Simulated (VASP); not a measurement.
# Hf (Fd-3m) in VASP: a series of runs, part 2 of 3

VASP 6.6.1.

**3. Single point, PBE (volume scaled by 0.55)**

File INCAR:

```
PREC = Accurate
ENCUT = 520
EDIFF = 1E-6
ISMEAR = -1
SIGMA = 0.1
LREAL = False
LASPH = True
NELM = 100
ALGO = Normal
ISIF = 2
LWAVE = False
LCHARG = True
GGA = PE
LELF = True
LVHAR = True
NBANDS = 17
```

File KPOINTS:

```
regular mesh
0
Gamma
  12 12 12
```

File POSCAR:

```
Hf
1.0
    0.0000000000      2.6816317611      2.6816317611
    2.6816317611      0.0000000000      2.6816317611
    2.6816317611      2.6816317611      0.0000000000
Hf
2
Direct
   -0.1250000000     -0.1250000000     -0.1250000000
    0.1250000000      0.1250000000      0.1250000000
```

Potentials or basis: VASP PAW PBE potentials, release 64 (Hf_pv).

On the command line:

```console
> cat potpaw_PBE.64/Hf_pv/POTCAR > POTCAR
> mpirun -np 1 vasp_std > vasp.out
```

OUTCAR:

```text
PREC = Accurate
   ENCUT = 520
   EDIFF = 1E-6
   ISMEAR = -1
   LREAL = False
   LASPH = True
   NELM = 100
   ISIF = 2
   GGA = PE

 ion  position               nearest neighbor table
   1  0.875  0.875  0.875-   2 2.32   2 2.32   2 2.32   2 2.32
   2  0.125  0.125  0.125-   1 2.32   1 2.32   1 2.32   1 2.32

  LATTYP: Found a face centered cubic cell.
 ALAT       =     5.3632635222

  Lattice vectors:

 A1 = (   0.0000000000,   2.6816317611,   2.6816317611)
 A2 = (   2.6816317611,   0.0000000000,   2.6816317611)
 A3 = (   2.6816317611,   2.6816317611,   0.0000000000)

Analysis of symmetry for initial positions (statically):
=====================================================================
 Subroutine PRICEL returns:
 Original cell was already a primitive cell.

 Routine SETGRP: Setting up the symmetry group for a
 face centered cubic supercell.

 Subroutine GETGRP returns: Found 48 space group operations
 (whereof 12 operations were pure point group operations)
 out of a pool of 48 trial point group operations.

The static configuration has the point symmetry D_3d.
 The point group associated with its full space group is O_h .

Analysis of symmetry for dynamics (positions and initial velocities):
=====================================================================
 Subroutine PRICEL returns:
 Original cell was already a primitive cell.

 Routine SETGRP: Setting up the symmetry group for a
 face centered cubic supercell.

 Subroutine GETGRP returns: Found 48 space group operations
 (whereof 12 operations were pure point group operations)
 out of a pool of 48 trial point group operations.

The dynamic configuration has the point symmetry D_3d.
 The point group associated with its full space group is O_h .

 Subroutine INISYM returns: Found 48 space group operations
 (whereof 12 operations are pure point group operations),
 and found     1 'primitive' translations

----------------------------------------------------------------------------------------

                                     Primitive cell

  volume of cell :      38.5680

  direct lattice vectors                    reciprocal lattice vectors
     0.000000000  2.681631761  2.681631761    -0.186453639  0.186453639  0.186453639
     2.681631761  0.000000000  2.681631761     0.186453639 -0.186453639  0.186453639
     2.681631761  2.681631761  0.000000000     0.186453639  0.186453639 -0.186453639

  length of vectors
     3.792400006  3.792400006  3.792400006     0.322947176  0.322947176  0.322947176

  position of ions in fractional coordinates (direct lattice)
     0.875000000  0.875000000  0.875000000
     0.125000000  0.125000000  0.125000000

  ion indices of the primitive-cell ions
   primitive index   ion index
                 1           1
                 2           2

----------------------------------------------------------------------------------------

 KPOINTS: regular mesh

Automatic generation of k-mesh.
 Grid dimensions read from file:
 generate k-points for:   12   12   12

 Generating k-lattice:

  Cartesian coordinates                     Fractional coordinates (reciprocal lattice)
    -0.015537803  0.015537803  0.015537803     0.083333333  0.000000000  0.000000000
     0.015537803 -0.015537803  0.015537803     0.000000000  0.083333333  0.000000000
     0.015537803  0.015537803 -0.015537803     0.000000000  0.000000000  0.083333333

  Length of vectors
     0.026912265  0.026912265  0.026912265

  Shift w.r.t. Gamma in fractional coordinates (k-lattice)
     0.000000000  0.000000000  0.000000000

 Subroutine IBZKPT returns following result:
 ===========================================

 Found     72 irreducible k-points:

 Following reciprocal coordinates:
            Coordinates               Weight
  0.000000  0.000000  0.000000      1.000000
  0.083333  0.000000  0.000000      8.000000
  0.166667  0.000000  0.000000      8.000000
  0.250000  0.000000  0.000000      8.000000
  0.333333  0.000000  0.000000      8.000000
  0.416667  0.000000  0.000000      8.000000
[... 16 lines left out ...]
  0.500000  0.166667  0.000000     24.000000
 -0.416667  0.166667  0.000000     24.000000
 [... further k-points ...]
   k-points           NKPTS =     72   k-points in BZ     NKDIM =     72   number of bands    NBANDS=     17
   number of dos      NEDOS =    301   number of ions     NIONS =      2
   total plane-waves  NPLWV =  21952
   dimension x,y,z NGX =    28 NGY =   28 NGZ =   28
   dimension x,y,z NGXF=    56 NGYF=   56 NGZF=   56
   ions per type =               2
   NGX,Y,Z   is equivalent  to a cutoff of  12.27, 12.27, 12.27 a.u.
   NGXF,Y,Z  is equivalent  to a cutoff of  24.55, 24.55, 24.55 a.u.
 SYSTEM =  unknown system
   PREC   = accura    normal or accurate (medium, high low for compatibility)
   ISTART =      0    job   : 0-new  1-cont  2-samecut
   ICHARG =      2    charge: 1-file 2-atom 10-const
   ISPIN  =      1    spin polarized calculation?
   LNONCOLLINEAR =      F non collinear calculations
   LSORBIT =      F    spin-orbit coupling
   LASPH  =      T    aspherical Exc in radial PAW
   ENCUT  =  520.0 eV  38.22 Ry    6.18 a.u.   7.05  7.05  7.05*2*pi/ulx,y,z
   NELM   =    100;   NELMIN=  2; NELMDL= -5     # of ELM steps
   EDIFF  = 0.1E-05   stopping-criterion for ELM
   LREAL  =      F    real-space projection
   EDIFFG = 0.1E-04   stopping-criterion for IOM
   NSW    =      0    number of steps for IOM
   IBRION =     -1    ionic relax: 0-MD 1-quasi-New 2-CG
   NFREE  =      0    steps in history (QN), initial steepest desc. (CG)
   ISIF   =      2    stress and relaxation
   ISYM   =      2    0-nonsym 1-usesym 2-fastsym
   POTIM  = 0.5000    time-step for ionic-motion
   TEBEG  =    0.0;   TEEND  =   0.0 temperature during run
   PSTRESS=    0.0 pullay stress
   NELECT =      20.0000    total number of electrons
   NUPDOWN=      -1.0000    fix difference up-down
   EMIN   =  10.00;   EMAX   =-10.00  energy-range for DOS
   EFERMI =   0.00;   METHOD = LEGACY
   ISMEAR =    -1;   SIGMA  =   0.10  broadening in eV -4-tet -1-fermi 0-gaus
   EFERMI_NEDOS =   21; number of points for ismear=-14 and -15
   IALGO  =     38    algorithm
   IMIX   =      4    mixing-type and parameters
     AMIX     =   0.40;   BMIX     =  1.00
     AMIX_MAG =   1.60;   BMIX_MAG =  1.00
  volume/ion in A,a.u.               =      19.28       130.13
  Fermi-wavevector in a.u.,A,eV,Ry     =   1.315252  2.485466 23.536558  1.729888
  Thomas-Fermi vector in A             =   2.445448
   LORBIT       =      0    0 simple, 1 ext, 2 COOP (PROOUT), +10 PAW based schemes
   GGA     = PE    functional components
   LHFCALC =     F    Hartree Fock is set to
   AEXX    =    0.0000 exact exchange contribution
   IVDW    =     0    specifies the selected vdW correction
   LEPSILON=     F    determine dielectric tensor
   LRPA    =     F    only Hartree local field effects (RPA)
 non-spin polarized calculation
  energy-cutoff  :      520.00
  volume of cell :       38.57
 maximum number of plane-waves:      1056
   NGX = 15   NGY = 15   NGZ = 15

 number of electron      20.0000004 magnetization

 Free energy of the ion-electron system (eV)
  ---------------------------------------------------
  ext. energy  EPLUGINS =         0.00000000
  ---------------------------------------------------
  free energy    TOTEN  =       -11.62467682 eV

  energy without entropy =      -11.55307880  energy(sigma->0) =      -11.58887781

 E-fermi :   5.3700     XC(G=0): -11.6692

 val. band max:        5.3692887503   @ k =  -0.4167   0.0833   0.0000
 cond. band min:       5.3923947535   @ k =   0.5000   0.1667   0.0000
 fundamental gap:      0.0231060031
 Fermi energy:         5.3700231195

 k-point     1 :       0.0000    0.0000    0.0000
  band No.  band energies     occupation
      1     -26.4316      2.00000
      2     -26.4316      2.00000
      3     -26.4316      2.00000
      4     -24.0033      2.00000
      5     -24.0033      2.00000
      6     -24.0033      2.00000
[... 9 lines left out ...]
     16      15.2689      0.00000
     17      15.2689      0.00000

 k-point     2 :       0.0833    0.0000    0.0000
  band No.  band energies     occupation
      1     -26.4555      2.00000
      2     -26.4555      2.00000
      3     -26.4358      2.00000
      4     -23.9979      2.00000
      5     -23.9738      2.00000
      6     -23.9738      2.00000
[... 9 lines left out ...]
     16      15.2026      0.00000
     17      15.2027      0.00000
[... 421 lines left out ...]
 k-point    24 :      -0.4167    0.1667    0.0000
  band No.  band energies     occupation
      1     -27.0089      2.00000
      2     -26.8021      2.00000
      3     -26.1255      2.00000
      4     -24.2731      2.00000
      5     -23.5316      2.00000
      6     -23.3341      2.00000
[... 9 lines left out ...]
     16      11.9258      0.00000
     17      12.7891      0.00000

 [... further k-points ...]
[... 5 lines left out ...]
  --------------------------------------------------------------------------------------
  -------------------------------------------------------------------------------------
  Total       13.0342643     13.0342643     13.0342643     -0.0000000      0.0000000     -0.0000000
  in kB      541.4641233    541.4641233    541.4641233     -0.0000000      0.0000000     -0.0000000
  external PRESSURE =     541.4641233 kB  Pullay stress =       0.0000000 kB

 VOLUME and BASIS-vectors are now :
 -----------------------------------------------------------------------------
  energy-cutoff  :      520.00
  volume of cell :       38.57
      direct lattice vectors                 reciprocal lattice vectors
     0.000000000  2.681631761  2.681631761    -0.186453639  0.186453639  0.186453639
     2.681631761  0.000000000  2.681631761     0.186453639 -0.186453639  0.186453639
     2.681631761  2.681631761  0.000000000     0.186453639  0.186453639 -0.186453639

 POSITION                                       TOTAL-FORCE (eV/Angst)
 -----------------------------------------------------------------------------------
      4.69286      4.69286      4.69286         0.000000     -0.000000      0.000000
      0.67041      0.67041      0.67041        -0.000000      0.000000     -0.000000
 -----------------------------------------------------------------------------------
    total drift:                                0.000000     -0.000000     -0.000000

  FREE ENERGIE OF THE ION-ELECTRON SYSTEM (eV)
  ---------------------------------------------------
  free  energy   TOTEN  =       -11.6246768231 eV

  energy  without entropy=      -11.5530788001  energy(sigma->0) =      -11.58887781
```

stdout:

```text
POSCAR found type information on POSCAR Hf
 POSCAR found :  1 types and       2 ions
 scaLAPACK will be used
 LDA part: xc-table for (Slater+PW92), standard interpolation
 POSCAR, INCAR and KPOINTS ok, starting setup
 FFT: planning ... GRIDC
 FFT: planning ... GRID_SOFT
 FFT: planning ... GRID
 WAVECAR not read
 entering main loop
```

It took 51 s on 1 thread of AMD EPYC 7R13, shared host; peak memory 0.15 GiB.

What came out:

```
Free energy            : -11.6247 eV
Pressure               : 54.1 GPa
Band gap on the k mesh : zero (band 10 reaches 5.72 eV, above the bottom of band 11 at 5.01 eV)
```

Levels at points of the mesh, in eV from the Fermi level:
```
           k point  band 8  band 9  band 10  band 11  band 12  band 13
(0.00, 0.00, 0.00)   -2.03   -2.03     0.24     0.24     0.24     3.59
(0.50, 0.00, 0.00)   -2.53   -1.80    -1.80    -0.36    -0.36     1.73
(0.50, 0.50, 0.00)   -3.67   -0.27    -0.27     1.06     1.06     2.34
```

Caveat: spin-orbit coupling is left out, which moves the levels of the heavy elements.

**4. Single point, PBE (volume scaled by 0.65)**

File INCAR:

```
SYSTEM = Hf
PREC = Accurate ; ENCUT = 520
EDIFF = 1E-7 ; ISMEAR = -1
SIGMA = 0.1 ; LREAL = .FALSE.
LASPH = .TRUE. ; NELM = 80
ALGO = Normal ; ISIF = 2
LWAVE = .FALSE. ; LCHARG = .FALSE.
GGA = PE ; NBANDS = 17
```

File KPOINTS:

```
regular mesh
0
G
  12 12 12
  0 0 0
```

File POSCAR:

```
Hf
1.0
    0.0000000000      2.8351934472      2.8351934472
    2.8351934472      0.0000000000      2.8351934472
    2.8351934472      2.8351934472      0.0000000000
Hf
2
Direct
   -0.1250000000     -0.1250000000     -0.1250000000
    0.1250000000      0.1250000000      0.1250000000
```

On the command line:

```console
> cat potpaw_PBE.64/Hf_pv/POTCAR > POTCAR
> mpirun -np 1 vasp_std > vasp.out
```

Wall time 79 s (1 thread of AMD EPYC 7R13, shared host); peak memory 0.17 GiB.

The run converged. Its results:

* Free energy: -13.2812 eV
* Pressure: 24.7 GPa
* Band gap on the k mesh: zero (band 10 reaches 4.44 eV, above the bottom of band 11 at 4.01 eV)

Levels at points of the mesh, in eV from the Fermi level:
```
           k point  band 8  band 9  band 10  band 11  band 12  band 13
(0.00, 0.00, 0.00)   -1.45   -1.45     0.16     0.16     0.16     2.92
(0.50, 0.00, 0.00)   -1.97   -1.31    -1.31    -0.16    -0.16     0.95
(0.50, 0.50, 0.00)   -2.89   -0.05    -0.05     0.08     0.08     2.28
```

Caveat: spin-orbit coupling is left out, which moves the levels of the heavy elements.

**5. Single point, PBE (volume scaled by 0.65)**

File INCAR:

```
  PREC = Accurate
  ENCUT = 520
  EDIFF = 1E-6
  ISMEAR = -1
  SIGMA = 0.1
  LREAL = F
  LASPH = T
  NELM = 100
  ALGO = Normal
  ISIF = 2
  LWAVE = F
  LCHARG = T
  GGA = PE
  LELF = T
  LVHAR = T
  NBANDS = 17
```

File KPOINTS:

```
Automatic mesh
0
Gamma
  12 12 12
```

POSCAR is that of step 4.

On the command line:

```console
> cat potpaw_PBE.64/Hf_pv/POTCAR > POTCAR
> mpirun -np 1 vasp_std > vasp.out
```

It took 68 s on 1 thread of AMD EPYC 7R13, shared host; peak memory 0.17 GiB.

The run converged. Its results:

```yaml
Free_energy: -13.2812 eV
Pressure: 24.7 GPa
Band_gap_on_the_k_mesh: zero (band 10 reaches 4.44 eV, above the bottom of band 11 at 4.01 eV)
```

Levels at points of the mesh, in eV from the Fermi level:
```csv
k point,band 6,band 7,band 8,band 9,band 10,band 11,band 12,band 13,band 14,band 15
"(0.00, 0.00, 0.00)",-29.67,-6.20,-1.45,-1.45,0.16,0.16,0.16,2.92,2.92,2.92
"(0.50, 0.00, 0.00)",-29.43,-2.95,-1.97,-1.31,-1.31,-0.16,-0.16,0.95,4.71,4.71
"(0.50, 0.50, 0.00)",-29.17,-2.89,-2.89,-0.05,-0.05,0.08,0.08,2.28,2.28,5.54
```

Caveat: spin-orbit coupling is left out, which moves the levels of the heavy elements.

(Continued in part 3 of 3.)
